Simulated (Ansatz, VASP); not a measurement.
Given: the input of a run of VASP 6.6.1 on WAu.

INCAR

```
SYSTEM = WAu
  AGGAC = 1.0
  AGGAX = 1.0
  ALDAC = 0.0
  ALDAX = 1.0
  ALGO = Normal
  EDIFF = 1E-7
  EDIFFG = -0.01
  ENCUT = 600
  GGA = B5
  IBRION = 2
  ISIF = 3
  ISMEAR = -1
  LASPH = .TRUE.
  LCHARG = .FALSE.
  LREAL = .FALSE.
  LWAVE = .FALSE.
  NELM = 60
  NSW = 60
  PREC = Accurate
  SIGMA = 0.05
```

Contents of KPOINTS:

```
k-points
0
G
  8 8 8
  0 0 0
```

The input POSCAR:

```
WAu
1.0
    0.0000000000      2.7479792600      2.7479792600
    2.7479792600      0.0000000000      2.7479792600
    2.7479792600      2.7479792600      0.0000000000
W Au
1 1
Direct
    0.0000000000      0.0000000000      0.0000000000
    0.7500000000      0.7500000000      0.7500000000
```

Potentials or basis: VASP PAW PBE potentials, release 64 (W_sv, Au).

Run with:

```console
$ cat potpaw_PBE.64/W_sv/POTCAR potpaw_PBE.64/Au/POTCAR > POTCAR
$ mpirun -np 1 vasp_std > vasp.out
```

**Question.** Set up the same calculation for Ansatz 0.2.0. Potentials there: Ansatz PAW.

**Answer.** As run (the cutoff follows the program's own potentials):

File input.yaml:

```yaml
crystal:
  lattice:
    - [0.0, 2.74797926, 2.74797926]
    - [2.74797926, 0.0, 2.74797926]
    - [2.74797926, 2.74797926, 0.0]
  atoms:
    - { symbol: W, position: [0.0, 0.0, 0.0] }
    - { symbol: Au, position: [0.75, 0.75, 0.75] }
hamiltonian:
  xc: blyp
  pseudopotentials: { kind: paw }
kpoints:
  mp_grid: { grid: [8, 8, 8] }
scf:
  occupations: { method: fermi_dirac, width: 0.05 }
output:
  forces: true
  stress: true
  eigenvalues: true
relax:
  f_tol: 0.01
  max_steps: 40
  cell: { stress_tol: 0.05 }
```

Potentials or basis: Ansatz PAW.

Run with:

```sh
$ ansatz run input.yaml --threads 2 --pin off --max-ram 5632MiB --backend cpu --events-out ev --progress --plain --runs-dir out
```

Both were run:

|  | VASP | Ansatz | Ansatz less VASP |
| --- | --- | --- | --- |
| gap on the k mesh at the Fermi level, each at its own relaxed structure (eV) | none | none | - |
| relaxed volume (Å³/atom) | 25.98 | 25.83 | -0.152 |
| relaxed cell length with the largest relative difference (Å) | 4.188 | 4.180 | -0.0082 |

VASP's potentials were made for PBE, not for BLYP. A gap of «none» marks a metal or a gap that the smearing closes. VASP's potentials hold 25 valence electrons a cell and Ansatz's 33, so a difference there can come from the potentials and not from the codes.

Neither program's run includes spin-orbit coupling. Noted on VASP's run: the volume moved by over 15 % at a fixed basis, so the end points are rough. Noted on Ansatz's run: the volume moved by over 15 % at a fixed basis, so the end points are rough; the plane-wave basis is chosen anew once the cell has moved, so the energies of steps on either side of that aren't comparable.
